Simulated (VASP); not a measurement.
# Gd (Im-3m) in VASP: a series of runs

The runs below take Gd through single point, with r2SCAN.

All numbers are computed with VASP 6.6.1; they aren't measurements. Logs are shortened: lines on timing, memory, paths and dates and some standing lists are left out, and cuts for length are marked.

## 1. The cell of the first run

It takes space group Im-3m (No. 229, cubic). The conventional cell has a = 3.910 Å, b = 3.910 Å, c = 3.910 Å, α = 90.00°, β = 90.00°, γ = 90.00°. Gd (site symmetry m-3m) has 14 Gd at 3.39 to 3.91 Å within 4.5 Å.

This isn't the form of Gd at room conditions, which is hcp.

## 2. Single point, r2SCAN, collinear spin, ferromagnetic start

Input file POSCAR:

```
Gd
1.0
   -1.9551160038      1.9551160038      1.9551160038
    1.9551160038     -1.9551160038      1.9551160038
    1.9551160038      1.9551160038     -1.9551160038
Gd
1
Direct
    0.0000000000      0.0000000000      0.0000000000
```

Input file INCAR.step1:

```
SYSTEM = Gd
PREC = Accurate
ENCUT = 520
ISMEAR = 1
SIGMA = 0.1
LREAL = .False.
LASPH = .True.
NELM = 150
ISPIN = 2
MAGMOM = 7
LMAXMIX = 6
NBANDS = 19
GGA = PE
ALGO = Normal
EDIFF = 1E-4
LWAVE = .True.
LCHARG = .False.
```

Input file INCAR.step2:

```
SYSTEM = Gd
PREC = Accurate
ENCUT = 520
EDIFF = 1E-6
ISMEAR = 1
SIGMA = 0.1
LREAL = .False.
LASPH = .True.
NELM = 150
ALGO = Normal
ISIF = 2
LWAVE = .False.
LCHARG = .True.
ISPIN = 2
MAGMOM = 7
LORBIT = 11
LMAXMIX = 6
METAGGA = R2SCAN
LMIXTAU = .True.
LELF = .True.
LVHAR = .True.
NBANDS = 19
ISTART = 1
```

Input file KPOINTS:

```
regular mesh
0
Gamma
  8 8 8
  0 0 0
```

Potentials or basis: VASP PAW PBE potentials, release 64 (Gd).

Launch:

```console
> cat potpaw_PBE.64/Gd/POTCAR > POTCAR
> cp INCAR.step1 INCAR
> mpirun -np 1 vasp_std > vasp.out
> cp INCAR.step2 INCAR
> mpirun -np 1 vasp_std > vasp.out
```

OUTCAR:

```text
SYSTEM = Gd
   PREC = Accurate
   ENCUT = 520
   EDIFF = 1E-6
   ISMEAR = 1
   LREAL = .False.
   LASPH = .True.
   NELM = 150
   ISIF = 2
   ISPIN = 2
   LORBIT = 11
   METAGGA = R2SCAN
   ISTART = 1

 ion  position               nearest neighbor table
   1  0.000  0.000  0.000-

  LATTYP: Found a body centered cubic cell.
 ALAT       =     3.9102320076

  Lattice vectors:

 A1 = (  -1.9551160038,   1.9551160038,   1.9551160038)
 A2 = (   1.9551160038,  -1.9551160038,   1.9551160038)
 A3 = (   1.9551160038,   1.9551160038,  -1.9551160038)

Analysis of symmetry for initial positions (statically):
=====================================================================
 Subroutine PRICEL returns:
 Original cell was already a primitive cell.

 Routine SETGRP: Setting up the symmetry group for a
 body centered cubic supercell.

 Subroutine GETGRP returns: Found 48 space group operations
 (whereof 48 operations were pure point group operations)
 out of a pool of 48 trial point group operations.

The static configuration has the point symmetry O_h .

Analysis of symmetry for dynamics (positions and initial velocities):
=====================================================================
 Subroutine PRICEL returns:
 Original cell was already a primitive cell.

 Routine SETGRP: Setting up the symmetry group for a
 body centered cubic supercell.

 Subroutine GETGRP returns: Found 48 space group operations
 (whereof 48 operations were pure point group operations)
 out of a pool of 48 trial point group operations.

The dynamic configuration has the point symmetry O_h .

Analysis of structural, dynamic, and magnetic symmetry:
=====================================================================
 Subroutine PRICEL returns:
 Original cell was already a primitive cell.

 Routine SETGRP: Setting up the symmetry group for a
 body centered cubic supercell.

 Subroutine GETGRP returns: Found 48 space group operations
 (whereof 48 operations were pure point group operations)
 out of a pool of 48 trial point group operations.

The overall configuration has the point symmetry O_h .

 Subroutine INISYM returns: Found 48 space group operations
 (whereof 48 operations are pure point group operations),
 and found     1 'primitive' translations

----------------------------------------------------------------------------------------

                                     Primitive cell

  volume of cell :      29.8936

  direct lattice vectors                    reciprocal lattice vectors
    -1.955116004  1.955116004  1.955116004     0.000000000  0.255739301  0.255739301
     1.955116004 -1.955116004  1.955116004     0.255739301  0.000000000  0.255739301
     1.955116004  1.955116004 -1.955116004     0.255739301  0.255739301  0.000000000

  length of vectors
     3.386360253  3.386360253  3.386360253     0.361669988  0.361669988  0.361669988

  position of ions in fractional coordinates (direct lattice)
     0.000000000  0.000000000  0.000000000

  ion indices of the primitive-cell ions
   primitive index   ion index
                 1           1

----------------------------------------------------------------------------------------

 KPOINTS: regular mesh

Automatic generation of k-mesh.
 Grid dimensions read from file:
 generate k-points for:    8    8    8

 Generating k-lattice:

  Cartesian coordinates                     Fractional coordinates (reciprocal lattice)
     0.000000000  0.031967413  0.031967413     0.125000000  0.000000000  0.000000000
     0.031967413  0.000000000  0.031967413     0.000000000  0.125000000  0.000000000
     0.031967413  0.031967413  0.000000000     0.000000000  0.000000000  0.125000000

  Length of vectors
     0.045208748  0.045208748  0.045208748

  Shift w.r.t. Gamma in fractional coordinates (k-lattice)
     0.000000000  0.000000000  0.000000000

 Subroutine IBZKPT returns following result:
 ===========================================

 Found     29 irreducible k-points:

 Following reciprocal coordinates:
            Coordinates               Weight
  0.000000  0.000000  0.000000      1.000000
  0.125000  0.000000  0.000000     12.000000
  0.250000  0.000000  0.000000     12.000000
  0.375000  0.000000  0.000000     12.000000
  0.500000  0.000000  0.000000      6.000000
  0.125000  0.125000  0.000000     24.000000
[... 16 lines left out ...]
 -0.250000  0.250000  0.250000      6.000000
 -0.375000  0.375000  0.250000     24.000000
 [... further k-points ...]
   k-points           NKPTS =     29   k-points in BZ     NKDIM =     29   number of bands    NBANDS=     19
   number of dos      NEDOS =    301   number of ions     NIONS =      1
   total plane-waves  NPLWV =  21952
   dimension x,y,z NGX =    28 NGY =   28 NGZ =   28
   dimension x,y,z NGXF=    56 NGYF=   56 NGZF=   56
   ions per type =               1
   NGX,Y,Z   is equivalent  to a cutoff of  13.75, 13.75, 13.75 a.u.
   NGXF,Y,Z  is equivalent  to a cutoff of  27.49, 27.49, 27.49 a.u.
 SYSTEM =  Gd
   PREC   = accura    normal or accurate (medium, high low for compatibility)
   ISTART =      1    job   : 0-new  1-cont  2-samecut
   ICHARG =      0    charge: 1-file 2-atom 10-const
   ISPIN  =      2    spin polarized calculation?
   LNONCOLLINEAR =      F non collinear calculations
   LSORBIT =      F    spin-orbit coupling
   LASPH  =      T    aspherical Exc in radial PAW
   ENCUT  =  520.0 eV  38.22 Ry    6.18 a.u.   6.30  6.30  6.30*2*pi/ulx,y,z
   NELM   =    150;   NELMIN=  2; NELMDL=  0     # of ELM steps
   EDIFF  = 0.1E-05   stopping-criterion for ELM
   LREAL  =      F    real-space projection
   EDIFFG = 0.1E-04   stopping-criterion for IOM
   NSW    =      0    number of steps for IOM
   IBRION =     -1    ionic relax: 0-MD 1-quasi-New 2-CG
   NFREE  =      0    steps in history (QN), initial steepest desc. (CG)
   ISIF   =      2    stress and relaxation
   ISYM   =      2    0-nonsym 1-usesym 2-fastsym
   POTIM  = 0.5000    time-step for ionic-motion
   TEBEG  =    0.0;   TEEND  =   0.0 temperature during run
   PSTRESS=    0.0 pullay stress
   NELECT =      18.0000    total number of electrons
   NUPDOWN=      -1.0000    fix difference up-down
   EMIN   =  10.00;   EMAX   =-10.00  energy-range for DOS
   EFERMI =   0.00;   METHOD = LEGACY
   ISMEAR =     1;   SIGMA  =   0.10  broadening in eV -4-tet -1-fermi 0-gaus
   EFERMI_NEDOS =   21; number of points for ismear=-14 and -15
   IALGO  =     38    algorithm
   IMIX   =      4    mixing-type and parameters
     AMIX     =   0.40;   BMIX     =  1.00
     AMIX_MAG =   1.60;   BMIX_MAG =  1.00
  volume/ion in A,a.u.               =      29.89       201.73
  Fermi-wavevector in a.u.,A,eV,Ry     =   1.382419  2.612394 26.001866  1.911083
  Thomas-Fermi vector in A             =   2.507112
   LORBIT       =     11    0 simple, 1 ext, 2 COOP (PROOUT), +10 PAW based schemes
   METAGGA = R2SCAN    functional components
   LHFCALC =     F    Hartree Fock is set to
   AEXX    =    0.0000 exact exchange contribution
   IVDW    =     0    specifies the selected vdW correction
   LEPSILON=     F    determine dielectric tensor
   LRPA    =     F    only Hartree local field effects (RPA)
 spin polarized calculation
 Methfessel and Paxton  Order N= 1 SIGMA  =   0.10
  energy-cutoff  :      520.00
  volume of cell :       29.89
 maximum number of plane-waves:       820
 NGX is ok and might be reduce to    28
   NGX = 13   NGY = 13   NGZ = 13

 number of electron      18.0000000 magnetization       7.8587361

 Free energy of the ion-electron system (eV)
  ---------------------------------------------------
  ext. energy  EPLUGINS =         0.00000000
  ---------------------------------------------------
  free energy    TOTEN  =       -40.90646556 eV

  energy without entropy =      -40.90674051  energy(sigma->0) =      -40.90655721

 E-fermi :   3.4462     XC(G=0): -11.1599

 val. band max:        3.3645698989   @ k =   0.2500   0.1250   0.0000
 cond. band min:       3.4632763585   @ k =   0.3750   0.2500   0.0000
 fundamental gap:      0.0987064596
 Fermi energy:         3.4461831864

 spin component 1

 k-point     1 :       0.0000    0.0000    0.0000
  band No.  band energies     occupation
      1     -43.5354      1.00000
      2     -19.7544      1.00000
      3     -19.7544      1.00000
      4     -19.7544      1.00000
      5      -2.2157      1.00000
      6      -2.0861      1.00000
[... 11 lines left out ...]
     18      14.6713      0.00000
     19      14.6713      0.00000

 k-point     2 :       0.1250    0.0000    0.0000
  band No.  band energies     occupation
      1     -43.5195      1.00000
      2     -19.9091      1.00000
      3     -19.8003      1.00000
      4     -19.7556      1.00000
      5      -2.0794      1.00000
      6      -2.0734      1.00000
[... 476 lines left out ...]
 k-point    24 :      -0.3750    0.3750    0.2500
  band No.  band energies     occupation
      1     -43.4012      1.00000
      2     -20.4785      1.00000
      3     -20.1949      1.00000
      4     -20.1104      1.00000
      5      -2.0511      1.00000
      6      -2.0274      1.00000
[... 11 lines left out ...]
     18      14.6357      0.00000
     19      16.2929      0.00000

 [... further k-points ...]

 spin component 2

 k-point     1 :       0.0000    0.0000    0.0000
  band No.  band energies     occupation
      1     -39.6184      1.00000
      2     -16.8717      1.00000
      3     -16.8717      1.00000
      4     -16.8717      1.00000
      5      -0.7218      1.00000
      6       4.9591     -0.00000
[... 11 lines left out ...]
     18      16.2426      0.00000
     19      16.2427      0.00000

 k-point     2 :       0.1250    0.0000    0.0000
  band No.  band energies     occupation
      1     -39.5981      1.00000
      2     -17.0617      1.00000
      3     -16.9254      1.00000
      4     -16.8750      1.00000
      5      -0.1844      1.00000
      6       4.8578     -0.00000
[... 476 lines left out ...]
 k-point    24 :      -0.3750    0.3750    0.2500
  band No.  band energies     occupation
      1     -39.4480      1.00000
      2     -17.7408      1.00000
      3     -17.3862      1.00000
      4     -17.2939      1.00000
      5       2.9367      1.00000
      6       3.3274      1.03524
[... 11 lines left out ...]
     18      16.4160      0.00000
     19      18.3848      0.00000

 [... further k-points ...]

------------------------ aborting loop because EDIFF is reached ----------------------------------------

  FORCE on cell =-STRESS in cart. coord.  units (eV):
  Direction    XX          YY          ZZ          XY          YZ          ZX
  --------------------------------------------------------------------------------------
  -------------------------------------------------------------------------------------
  Total        0.8249710      0.8249710      0.8249710      0.0000000     -0.0000000      0.0000000
  in kB       44.2152080     44.2152080     44.2152080      0.0000000     -0.0000000      0.0000000
  external PRESSURE =      44.2152080 kB  Pullay stress =       0.0000000 kB

 VOLUME and BASIS-vectors are now :
 -----------------------------------------------------------------------------
  energy-cutoff  :      520.00
  volume of cell :       29.89
      direct lattice vectors                 reciprocal lattice vectors
    -1.955116004  1.955116004  1.955116004     0.000000000  0.255739301  0.255739301
     1.955116004 -1.955116004  1.955116004     0.255739301  0.000000000  0.255739301
     1.955116004  1.955116004 -1.955116004     0.255739301  0.255739301  0.000000000

 POSITION                                       TOTAL-FORCE (eV/Angst)
 -----------------------------------------------------------------------------------
      0.00000      0.00000      0.00000        -0.000000     -0.000000     -0.000000
 -----------------------------------------------------------------------------------
    total drift:                                0.000000      0.000000      0.000000

  FREE ENERGIE OF THE ION-ELECTRON SYSTEM (eV)
  ---------------------------------------------------
  free  energy   TOTEN  =       -40.9064655650 eV

  energy  without entropy=      -40.9067405080  energy(sigma->0) =      -40.90655721

 total charge

# of ion       s       p       d       f       tot
--------------------------------------------------
    1        2.082   5.588   0.661   6.927  15.258

 magnetization (x)

# of ion       s       p       d       f       tot
--------------------------------------------------
    1        0.002  -0.098   0.295   6.889   7.090
```

Wall time 2.1 min (1 thread of AMD EPYC 9R45 (Zen 5), shared host); peak memory 0.18 GiB.

Results:

```
Free energy                                           : -40.9065 eV
Pressure                                              : 4.4 GPa
Net moment                                            : 7.86 μB per cell
Site moments                                          : Gd +7.09 μB
Valence electrons inside the program's atomic spheres : Gd 15.26
```

Caveat: the cell stands under pressure; the PAW data sets were made with another functional, which shifts forces and pressure a little; spin-orbit coupling is left out, which moves the levels of the heavy elements; semilocal functionals describe open f shells poorly, which spoils levels, moments and volumes.

## 3. Single point, r2SCAN, collinear spin, ferromagnetic start

This run uses another cell than the first one, of 30.72 Å³/atom.

Input file POSCAR:

```
Gd
1.0
   -1.9730538499      1.9730538499      1.9730538499
    1.9730538499     -1.9730538499      1.9730538499
    1.9730538499      1.9730538499     -1.9730538499
Gd
1
Direct
    0.0000000000      0.0000000000      0.0000000000
```

Input file INCAR.step1:

```
ALGO = Normal ; EDIFF = 1E-4
ENCUT = 520 ; GGA = PE
ISMEAR = 1 ; ISPIN = 2
LASPH = True ; LCHARG = False
LMAXMIX = 6 ; LREAL = False
LWAVE = True ; MAGMOM = 7
NBANDS = 19 ; NELM = 150
PREC = Accurate ; SIGMA = 0.1
```

Input file INCAR.step2:

```
ALGO = Normal ; EDIFF = 1E-7
ENCUT = 520 ; ISIF = 2
ISMEAR = 1 ; ISPIN = 2
ISTART = 1 ; LASPH = True
LCHARG = True ; LELF = True
LMAXMIX = 6 ; LMIXTAU = True
LORBIT = 11 ; LREAL = False
LVHAR = True ; LWAVE = False
MAGMOM = 7 ; METAGGA = R2SCAN
NBANDS = 19 ; NELM = 150
PREC = Accurate ; SIGMA = 0.1
```

Input file KPOINTS:

```
k-points
0
Gamma
  8 8 8
```

Potentials or basis: VASP PAW PBE potentials, release 64 (Gd).

Launch:

```console
> cat potpaw_PBE.64/Gd/POTCAR > POTCAR
> cp INCAR.step1 INCAR
> mpirun -np 1 vasp_std > vasp.out
> cp INCAR.step2 INCAR
> mpirun -np 1 vasp_std > vasp.out
```

Wall time 2.4 min (1 thread of AMD EPYC 9R45 (Zen 5), shared host); peak memory 0.18 GiB.

Results (log left out):

```yaml
Free_energy: -40.9268 eV
Pressure: 3.3 GPa
Net_moment: 7.88 μB per cell
Site_moments: Gd +7.09 μB
Valence_electrons_inside_the_program's_atomic_spheres: Gd 15.24
```

Levels at points of the mesh, in eV from the Fermi level:
Spin up:
```csv
k point,band 11,band 12,band 13,band 14,band 15,band 16
"(0.00, 0.00, 0.00)",-5.41,-5.38,1.45,1.45,1.45,3.90
"(0.50, 0.00, 0.00)",-5.40,-2.79,-0.41,1.15,3.85,4.67
"(0.50, 0.50, 0.50)",-5.40,-2.38,-2.38,6.04,6.04,6.04
```
Spin down:
```csv
k point,band 3,band 4,band 5,band 6,band 7,band 8
"(0.00, 0.00, 0.00)",-20.39,-20.39,-4.12,1.49,1.49,1.49
"(0.50, 0.00, 0.00)",-20.72,-20.41,-1.42,1.14,1.48,1.48
"(0.50, 0.50, 0.50)",-21.10,-21.10,-1.32,-1.32,1.58,1.66
```

Caveat: the cell stands under pressure; the PAW data sets were made with another functional, which shifts forces and pressure a little; spin-orbit coupling is left out, which moves the levels of the heavy elements; semilocal functionals describe open f shells poorly, which spoils levels, moments and volumes. The state reached can hang on the start; a lower one may exist.
